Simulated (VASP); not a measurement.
# SrO (Fm-3m) in VASP: notebook

Runs on SrO. Level: PBEsol. Tasks: relaxation of cell and atoms.

Program: VASP 6.6.1. These are calculated values, not measurements. Logs are shortened: lines on timing, memory, paths and dates and some standing lists are left out, and cuts for length are marked.

### 1 The cell of the first run

It takes space group Fm-3m (No. 225, cubic). The conventional cell has a = 5.123 Å, b = 5.123 Å, c = 5.123 Å, α = 90.00°, β = 90.00°, γ = 90.00°. Sr (site symmetry m-3m) has 6 O at 2.56 Å within 3.4 Å. Within 3.4 Å of O (site symmetry m-3m) lie 6 Sr at 2.56 Å.

### 2 Relaxation of cell and atoms, PBEsol, target pressure -2 GPa, at which the enthalpy is minimised

INCAR reads:

```
SYSTEM = SrO
PREC = Accurate ; ENCUT = 600
EDIFF = 1E-7 ; ISMEAR = 0
SIGMA = 0.01 ; LREAL = .False.
LASPH = .True. ; NELM = 120
ALGO = Normal ; ISIF = 3
LWAVE = .False. ; LCHARG = .False.
GGA = PS ; IBRION = 2
NSW = 100 ; EDIFFG = -0.002
PSTRESS = -20.0 ; GGA_COMPAT = .False.
NELMIN = 4
```

KPOINTS reads:

```
regular mesh
0
Gamma
  8 8 8
  0 0 0
```

POSCAR reads:

```
SrO
1.0
    2.5614438832      2.5614438832      0.0000000000
   -2.5614438832      2.5614438832      0.0000000000
    0.0000000000      2.5614438832      2.5614438832
Sr O
1 1
Direct
    0.5000000000      0.5000000000      0.0000000000
    0.0000000000      0.0000000000      0.0000000000
```

Potentials or basis: VASP PAW PBE potentials, release 64 (Sr_sv, O).

The run is started by

```bash
$ cat potpaw_PBE.64/Sr_sv/POTCAR potpaw_PBE.64/O/POTCAR > POTCAR
$ mpirun -np 1 vasp_std > vasp.out
```

OUTCAR:

```text
SYSTEM = SrO
   PREC = Accurate
   ENCUT = 600
   EDIFF = 1E-7
   ISMEAR = 0
   LREAL = .False.
   LASPH = .True.
   NELM = 120
   ISIF = 3
   GGA = PS
   IBRION = 2
   NSW = 100
   EDIFFG = -0.002
   PSTRESS = -20.0
   NELMIN = 4

 ion  position               nearest neighbor table
   1  0.500  0.500  0.000-   2 2.56   2 2.56   2 2.56   2 2.56   2 2.56   2 2.56
   2  0.000  0.000  0.000-   1 2.56   1 2.56   1 2.56   1 2.56   1 2.56   1 2.56

  LATTYP: Found a face centered cubic cell.
 ALAT       =     5.1228877664

  Lattice vectors:

 A1 = (   0.0000000000,   2.5614438832,   2.5614438832)
 A2 = (   2.5614438832,   0.0000000000,   2.5614438832)
 A3 = (   2.5614438832,   2.5614438832,   0.0000000000)

Analysis of symmetry for initial positions (statically):
=====================================================================
 Subroutine PRICEL returns:
 Original cell was already a primitive cell.

 Routine SETGRP: Setting up the symmetry group for a
 face centered cubic supercell.

 Subroutine GETGRP returns: Found 48 space group operations
 (whereof 48 operations were pure point group operations)
 out of a pool of 48 trial point group operations.

The static configuration has the point symmetry O_h .

Analysis of symmetry for dynamics (positions and initial velocities):
=====================================================================
 Subroutine PRICEL returns:
 Original cell was already a primitive cell.

 Routine SETGRP: Setting up the symmetry group for a
 face centered cubic supercell.

 Subroutine GETGRP returns: Found 48 space group operations
 (whereof 48 operations were pure point group operations)
 out of a pool of 48 trial point group operations.

The dynamic configuration has the point symmetry O_h .

 Subroutine INISYM returns: Found 48 space group operations
 (whereof 48 operations are pure point group operations),
 and found     1 'primitive' translations

----------------------------------------------------------------------------------------

                                     Primitive cell

  volume of cell :      33.6112

  direct lattice vectors                    reciprocal lattice vectors
     2.561443883  2.561443883  0.000000000     0.195202403  0.195202403 -0.195202403
    -2.561443883  2.561443883  0.000000000    -0.195202403  0.195202403 -0.195202403
     0.000000000  2.561443883  2.561443883     0.000000000  0.000000000  0.390404805

  length of vectors
     3.622428679  3.622428679  3.622428679     0.338100479  0.338100479  0.390404805

  position of ions in fractional coordinates (direct lattice)
     0.500000000  0.500000000  0.000000000
     0.000000000  0.000000000  0.000000000

  ion indices of the primitive-cell ions
   primitive index   ion index
                 1           1
                 2           2

----------------------------------------------------------------------------------------

 KPOINTS: regular mesh

Automatic generation of k-mesh.
 Grid dimensions read from file:
 generate k-points for:    8    8    8

 Generating k-lattice:

  Cartesian coordinates                     Fractional coordinates (reciprocal lattice)
     0.024400300  0.024400300 -0.024400300     0.125000000  0.000000000  0.000000000
    -0.024400300  0.024400300 -0.024400300     0.000000000  0.125000000  0.000000000
     0.000000000  0.000000000  0.048800601     0.000000000  0.000000000  0.125000000

  Length of vectors
     0.042262560  0.042262560  0.048800601

  Shift w.r.t. Gamma in fractional coordinates (k-lattice)
     0.000000000  0.000000000  0.000000000

 Subroutine IBZKPT returns following result:
 ===========================================

 Found     29 irreducible k-points:

 Following reciprocal coordinates:
            Coordinates               Weight
  0.000000  0.000000  0.000000      1.000000
  0.125000  0.000000  0.000000      8.000000
  0.250000  0.000000  0.000000      8.000000
  0.375000  0.000000  0.000000      8.000000
  0.500000  0.000000  0.000000      4.000000
  0.125000  0.125000  0.000000     12.000000
[... 16 lines left out ...]
  0.375000  0.250000  0.125000     48.000000
  0.500000  0.250000  0.125000     24.000000
 [... further k-points ...]
   k-points           NKPTS =     29   k-points in BZ     NKDIM =     29   number of bands    NBANDS=     12
   number of dos      NEDOS =    301   number of ions     NIONS =      2
   total plane-waves  NPLWV =  27000
   dimension x,y,z NGX =    30 NGY =   30 NGZ =   30
   dimension x,y,z NGXF=    60 NGYF=   60 NGZF=   60
   ions per type =               1   1
   NGX,Y,Z   is equivalent  to a cutoff of  13.77, 13.77, 13.77 a.u.
   NGXF,Y,Z  is equivalent  to a cutoff of  27.54, 27.54, 27.54 a.u.
 SYSTEM =  SrO
   PREC   = accura    normal or accurate (medium, high low for compatibility)
   ISTART =      0    job   : 0-new  1-cont  2-samecut
   ICHARG =      2    charge: 1-file 2-atom 10-const
   ISPIN  =      1    spin polarized calculation?
   LNONCOLLINEAR =      F non collinear calculations
   LSORBIT =      F    spin-orbit coupling
   LASPH  =      T    aspherical Exc in radial PAW
   ENCUT  =  600.0 eV  44.10 Ry    6.64 a.u.   7.23  7.23  7.23*2*pi/ulx,y,z
   NELM   =    120;   NELMIN=  4; NELMDL= -5     # of ELM steps
   EDIFF  = 0.1E-06   stopping-criterion for ELM
   LREAL  =      F    real-space projection
   EDIFFG = -.2E-02   stopping-criterion for IOM
   NSW    =    100    number of steps for IOM
   IBRION =      2    ionic relax: 0-MD 1-quasi-New 2-CG
   NFREE  =      1    steps in history (QN), initial steepest desc. (CG)
   ISIF   =      3    stress and relaxation
   ISYM   =      2    0-nonsym 1-usesym 2-fastsym
   POTIM  = 0.5000    time-step for ionic-motion
   TEBEG  =    0.0;   TEEND  =   0.0 temperature during run
   PSTRESS=  -20.0 pullay stress
   NELECT =      16.0000    total number of electrons
   NUPDOWN=      -1.0000    fix difference up-down
   EMIN   =  10.00;   EMAX   =-10.00  energy-range for DOS
   EFERMI =   0.00;   METHOD = LEGACY
   ISMEAR =     0;   SIGMA  =   0.01  broadening in eV -4-tet -1-fermi 0-gaus
   EFERMI_NEDOS =   21; number of points for ismear=-14 and -15
   IALGO  =     38    algorithm
   IMIX   =      4    mixing-type and parameters
     AMIX     =   0.40;   BMIX     =  1.00
     AMIX_MAG =   1.60;   BMIX_MAG =  1.00
  volume/ion in A,a.u.               =      16.81       113.41
  Fermi-wavevector in a.u.,A,eV,Ry     =   1.278262  2.415565 22.231301  1.633955
  Thomas-Fermi vector in A             =   2.410815
   LORBIT       =      0    0 simple, 1 ext, 2 COOP (PROOUT), +10 PAW based schemes
   GGA     = PS    functional components
   LHFCALC =     F    Hartree Fock is set to
   AEXX    =    0.0000 exact exchange contribution
   IVDW    =     0    specifies the selected vdW correction
   LEPSILON=     F    determine dielectric tensor
   LRPA    =     F    only Hartree local field effects (RPA)
 conjugate gradient relaxation of ions
 non-spin polarized calculation
 Gauss-broadening in eV      SIGMA  =   0.01
  energy-cutoff  :      600.00
  volume of cell :       33.61
 maximum number of plane-waves:      1139
 NGX is ok and might be reduce to    30
   NGX = 15   NGY = 15   NGZ = 15

--------------------------------------- Ionic step        1  -------------------------------------------

 number of electron      15.9999997 magnetization

 Free energy of the ion-electron system (eV)
  ---------------------------------------------------
  ext. energy  EPLUGINS =         0.00000000
  ---------------------------------------------------
  free energy    TOTEN  =       -12.64061765 eV

  energy without entropy =      -12.64061765  energy(sigma->0) =      -12.64061765

------------------------ aborting loop because EDIFF is reached ----------------------------------------

  FORCE on cell =-STRESS in cart. coord.  units (eV):
  Direction    XX          YY          ZZ          XY          YZ          ZX
  --------------------------------------------------------------------------------------
  -------------------------------------------------------------------------------------
  Total        0.1117566      0.1117566      0.1117566     -0.0000000     -0.0000000      0.0000000
  in kB        5.3272021      5.3272021      5.3272021     -0.0000000     -0.0000000      0.0000000
  external PRESSURE =      25.3272021 kB  Pullay stress =     -20.0000000 kB

 VOLUME and BASIS-vectors are now :
 -----------------------------------------------------------------------------
  energy-cutoff  :      600.00
  volume of cell :       33.61
      direct lattice vectors                 reciprocal lattice vectors
     2.561443883  2.561443883  0.000000000     0.195202403  0.195202403 -0.195202403
    -2.561443883  2.561443883  0.000000000    -0.195202403  0.195202403 -0.195202403
     0.000000000  2.561443883  2.561443883     0.000000000  0.000000000  0.390404805
[... 46 lines left out ...]
  FREE ENERGIE OF THE ION-ELECTRON SYSTEM (eV)
  ---------------------------------------------------
  free  energy   TOTEN  =       -12.6307771046 eV

  energy  without entropy=      -12.6307771046  energy(sigma->0) =      -12.63077710

  enthalpy is  TOTEN    =       -13.0666862503 eV   P V=       -0.4359091457

--------------------------------------- Ionic step        3  -------------------------------------------

 number of electron      15.9999998 magnetization

 Free energy of the ion-electron system (eV)
  ---------------------------------------------------
  ext. energy  EPLUGINS =         0.00000000
  ---------------------------------------------------
  free energy    TOTEN  =       -12.63602407 eV

  energy without entropy =      -12.63602407  energy(sigma->0) =      -12.63602407

 E-fermi :   1.4659     XC(G=0): -10.1956

 val. band max:        1.4082316020   @ k =   0.0000   0.0000   0.0000
 cond. band min:       4.5765436172   @ k =   0.5000   0.5000   0.0000
 fundamental gap:      3.1683120152
 Fermi energy:         1.4658908521

 k-point     1 :       0.0000    0.0000    0.0000
  band No.  band energies     occupation
      1     -30.8870      2.00000
      2     -13.5681      2.00000
      3     -12.5571      2.00000
      4     -12.5571      2.00000
      5     -12.5571      2.00000
      6       1.4082      2.00000
      7       1.4082      2.00000
      8       1.4082      2.00000
      9       5.1133      0.00000
     10       7.5354      0.00000
     11       7.5354      0.00000
     12       7.5354      0.00000

 k-point     2 :       0.1250    0.0000    0.0000
  band No.  band energies     occupation
      1     -30.8680      2.00000
      2     -13.9356      2.00000
      3     -12.5691      2.00000
      4     -12.5691      2.00000
      5     -12.2365      2.00000
      6       0.9427      2.00000
      7       1.2142      2.00000
      8       1.2142      2.00000
      9       5.8189      0.00000
     10       7.3734      0.00000
     11       7.8391      0.00000
     12       7.8391      0.00000
[... 316 lines left out ...]
 k-point    24 :       0.5000    0.2500    0.1250
  band No.  band energies     occupation
      1     -30.7355      2.00000
      2     -14.7555      2.00000
      3     -12.9361      2.00000
      4     -12.7803      2.00000
      5     -11.7225      2.00000
      6      -0.1826      2.00000
      7       0.5485      2.00000
      8       0.6189      2.00000
      9       7.6445      0.00000
     10       7.9867      0.00000
     11      10.5465      0.00000
     12      10.8024      0.00000

 [... further k-points ...]
[... 5 lines left out ...]
  --------------------------------------------------------------------------------------
  -------------------------------------------------------------------------------------
  Total       -0.4304254     -0.4304254     -0.4304254      0.0000000     -0.0000000      0.0000000
  in kB      -19.9473760    -19.9473760    -19.9473760      0.0000000     -0.0000000      0.0000000
  external PRESSURE =       0.0526240 kB  Pullay stress =     -20.0000000 kB

 VOLUME and BASIS-vectors are now :
 -----------------------------------------------------------------------------
  energy-cutoff  :      600.00
  volume of cell :       34.57
      direct lattice vectors                 reciprocal lattice vectors
     2.585617218  2.585617218  0.000000000     0.193377425  0.193377425 -0.193377425
    -2.585617218  2.585617218  0.000000000    -0.193377425  0.193377425 -0.193377425
     0.000000000  2.585617218  2.585617218    -0.000000000 -0.000000000  0.386754850

 POSITION                                       TOTAL-FORCE (eV/Angst)
 -----------------------------------------------------------------------------------
      0.00000      2.58562      0.00000         0.000000      0.000000      0.000000
      0.00000      2.58562      2.58562        -0.000000     -0.000000      0.000000
 -----------------------------------------------------------------------------------
    total drift:                               -0.000000      0.000000      0.000000

  FREE ENERGIE OF THE ION-ELECTRON SYSTEM (eV)
  ---------------------------------------------------
  free  energy   TOTEN  =       -12.6360240673 eV

  energy  without entropy=      -12.6360240673  energy(sigma->0) =      -12.63602407

  enthalpy is  TOTEN    =       -13.0675849795 eV   P V=       -0.4315609122

 reached required accuracy - stopping structural energy minimisation
```

It took 21 s on 1 thread of Intel Xeon 6975P-C (Granite Rapids), shared host; peak memory 0.18 GiB.

Results:

```yaml
Free_energy: -12.6360 eV
Relaxed_volume: 17.29 Å³/atom
Relaxed_cell: a = 3.657 Å, b = 3.657 Å, c = 3.657 Å, α = 60.00°, β = 60.00°, γ = 90.00°
Space_group_after_relaxing_to_0.1_Å: Fm-3m (No. 225)
Energy_change_on_relaxing_the_run_minimises_the_enthalpy: +2.3 meV/atom
Ionic_steps: 3
Pressure_after_relaxing: -2.0 GPa
Band_gap_on_the_k_mesh: 3.17 eV (least direct gap 3.27 eV)
```

Step by step:
```
step  energy change (eV)  largest force (eV/Å)  pressure (GPa)  volume (Å³)
   1              0.0000                0.0000            0.53        33.61
   2              0.0098                0.0000           -2.82        34.92
   3              0.0046                0.0000           -1.99        34.57
```

Final structure:
```xyz
2
Lattice="2.5856 2.5856 0.0000 -2.5856 2.5856 0.0000 0.0000 2.5856 2.5856" Properties=species:S:1:pos:R:3 pbc="T T T"
Sr    0.0000    2.5856    0.0000
O     0.0000    2.5856    2.5856
```

Levels at points of the mesh, in eV from the valence-band top:
```
           k point  band 4  band 5  band 6  band 7  band 8  band 9  band 10  band 11  band 12
(0.00, 0.00, 0.00)  -13.97  -13.97    0.00    0.00    0.00    3.71     6.13     6.13     6.13
(0.50, 0.00, 0.00)  -14.05  -12.78   -2.19   -1.12   -1.12    6.42     8.15     8.75     8.75
(0.50, 0.50, 0.00)  -14.32  -14.32   -0.47   -0.10   -0.10    3.17     7.63    10.07    10.08
```

Caveat: the cell is relaxed towards a set pressure, so the run minimises the enthalpy, not the energy; the PAW data sets were made with another functional, which shifts forces and pressure a little. Zero-point motion and thermal expansion aren't in these numbers.

### 3 Relaxation of cell and atoms, PBEsol, target pressure 2 GPa, at which the enthalpy is minimised

INCAR reads:

```
SYSTEM = SrO
PREC = Accurate ; ENCUT = 600
EDIFF = 1E-7 ; ISMEAR = 0
SIGMA = 0.01 ; LREAL = .FALSE.
LASPH = .TRUE. ; NELM = 120
ALGO = Normal ; ISIF = 3
LWAVE = .FALSE. ; LCHARG = .FALSE.
GGA = PS ; IBRION = 2
NSW = 100 ; EDIFFG = -0.002
PSTRESS = 20.0 ; GGA_COMPAT = .FALSE.
NELMIN = 4
```

KPOINTS reads:

```
Automatic mesh
0
G
  8 8 8
  0 0 0
```

POSCAR is that of step 2.

Potentials or basis: VASP PAW PBE potentials, release 64 (Sr_sv, O).

The run is started by

```bash
$ cat potpaw_PBE.64/Sr_sv/POTCAR potpaw_PBE.64/O/POTCAR > POTCAR
$ mpirun -np 1 vasp_std > vasp.out
```

Wall time 21 s (1 thread of Intel Xeon 6975P-C (Granite Rapids), shared host); peak memory 0.18 GiB.

The run converged. Its results:

```
Free energy                                                : -12.6367 eV
Relaxed volume                                             : 16.56 Å³/atom
Relaxed cell                                               : a = 3.605 Å, b = 3.605 Å, c = 3.605 Å, α = 60.00°, β = 60.00°, γ = 90.00°
Space group after relaxing (to 0.1 Å)                      : Fm-3m (No. 225)
Energy change on relaxing (the run minimises the enthalpy) : +1.9 meV/atom
Ionic steps                                                : 3
Pressure after relaxing                                    : 2.0 GPa
Band gap on the k mesh                                     : 3.14 eV (least direct gap 3.20 eV)
```

The path:
```csv
step,energy change (eV),largest force (eV/Å),pressure (GPa),volume (Å³)
1,0.0000,0.0000,0.53,33.61
2,0.0076,0.0000,2.79,32.87
3,0.0039,0.0000,2.00,33.12
```

Final structure:
```
Sr O
1.0
     2.54885    2.54885    0.00000
    -2.54885    2.54885    0.00000
     0.00000    2.54885    2.54885
Sr O
1 1
Direct
  0.50000 0.50000 0.00000
  0.00000 0.00000 0.00000
```

Levels at points of the mesh, in eV from the valence-band top:
| k point | band 6 | band 7 | band 8 | band 9 | band 10 | band 11 |
| --- | --- | --- | --- | --- | --- | --- |
| (0.00, 0.00, 0.00) | 0.00 | 0.00 | 0.00 | 4.01 | 6.22 | 6.22 |
| (0.50, 0.00, 0.00) | -2.28 | -1.21 | -1.21 | 6.60 | 8.50 | 9.00 |
| (0.50, 0.50, 0.00) | -0.39 | -0.07 | -0.07 | 3.14 | 7.96 | 10.37 |

Caveat: the cell is relaxed towards a set pressure, so the run minimises the enthalpy, not the energy; the PAW data sets were made with another functional, which shifts forces and pressure a little. A k mesh can miss the band edges.

[end of part 1 of 2]
